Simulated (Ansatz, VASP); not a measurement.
# One calculation of KF, two programs

```
K F
1.0
     3.25762    0.00000    0.00000
     0.00000    3.25762    0.00000
     0.00000    0.00000    3.25762
K F
1 1
Direct
  0.50000 0.50000 0.50000
  0.00000 0.00000 0.00000
```

Alike in both runs: functional PBE; k mesh 8 × 8 × 8; occupations gaussian, width 0.02 eV; no spin polarisation.

Ansatz relaxed the structure, and its values are those at the end. VASP's run is a single point on that final structure, the one shown.

```csv
,VASP,Ansatz
version,VASP 6.6.1,Ansatz 0.2.0
potentials or method,"VASP PAW PBE potentials, release 64 (K_sv, F), cutoff 520 eV","scalar-relativistic, plane waves, PAW"
valence electrons in the cell,16,16
```

```tsv
	VASP	Ansatz	Ansatz less VASP
gap on the k mesh at the Fermi level (eV)	6.26	6.28	+0.017
least direct gap on the mesh (eV)	6.32	6.33	+0.016
pressure (GPa)	0.0	0.0	+0.01
```
